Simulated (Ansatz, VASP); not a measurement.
One calculation of Sb, two programs

INCAR

```
PREC     = Accurate       # precision mode
ENCUT    = 400            # plane-wave cutoff, eV
EDIFF    = 1E-8           # SCF threshold, eV
ISMEAR   = -1             # smearing method
SIGMA    = 0.05           # smearing width, eV
LREAL    = False          # projectors in reciprocal space
LASPH    = True           # aspherical terms in the spheres
NELM     = 120            # most SCF steps
ALGO     = Normal         # electronic algorithm
ISIF     = 2              # what is computed and relaxed
LWAVE    = False          # write WAVECAR
LCHARG   = False          # write CHGCAR
GGA      = PS             # functional
LEFG     = True         
NBANDS   = 22             # bands
GGA_COMPAT= False
```

File KPOINTS:

```
Automatic mesh
0
Gamma
  9 9 9
```

The input POSCAR:

```
Sb
1.0
    2.1361663378      1.2333162102      3.7188717261
   -2.1361663378      1.2333162102      3.7188717261
    0.0000000000     -2.4666324202      3.7188717261
Sb
2
Direct
    0.2336400000      0.2336400000      0.2336400000
    0.7663600000      0.7663600000      0.7663600000
```

Input for Ansatz:

```yaml
crystal:
  lattice:
    - [2.1361663378, 1.2333162102, 3.7188717261]
    - [-2.1361663378, 1.2333162102, 3.7188717261]
    - [0.0, -2.4666324202, 3.7188717261]
  atoms:
    - { symbol: Sb, position: [0.23364, 0.23364, 0.23364] }
    - { symbol: Sb, position: [0.76636, 0.76636, 0.76636] }
kpoints:
  mp_grid: { grid: [9, 9, 9] }
scf:
  occupations: { method: fermi_dirac, width: 0.05 }
hamiltonian:
  xc: pbesol
  pseudopotentials: { kind: paw }
output:
  forces: true
  stress: true
  eigenvalues: true
  efg: { contact_densities: true }
```

Change from the starting cell: volume scaled by 0.98, PAW files.

Alike in both runs: task electric field gradients; functional PBEsol; k mesh 9 × 9 × 9; occupations fermi-dirac, width 0.05 eV; no spin polarisation.

|  | VASP | Ansatz |
| --- | --- | --- |
| version | VASP 6.6.1 | Ansatz 0.2.0 |
| potentials or method | VASP PAW PBE potentials, release 64 (Sb_d_GW) | PAW with Ansatz's default frozen-core files, scalar-relativistic |
| plane-wave cutoff (eV) | 400 | 420 |
| valence electrons in the cell | 30 | 30 |

|  | VASP | Ansatz | Ansatz less VASP |
| --- | --- | --- | --- |
| rms of the force components (eV/Å) | 0.147 | 0.146 | -0.0008 |
| size of Vzz on the site where it differs most (V/Å²) | 45.9 | 47.4 | +1.53 |

VASP's potentials were made for PBE, not for PBEsol. Atom by atom the forces differ by 0.001 eV/Å (rms over components).

Neither program's run includes spin-orbit coupling.
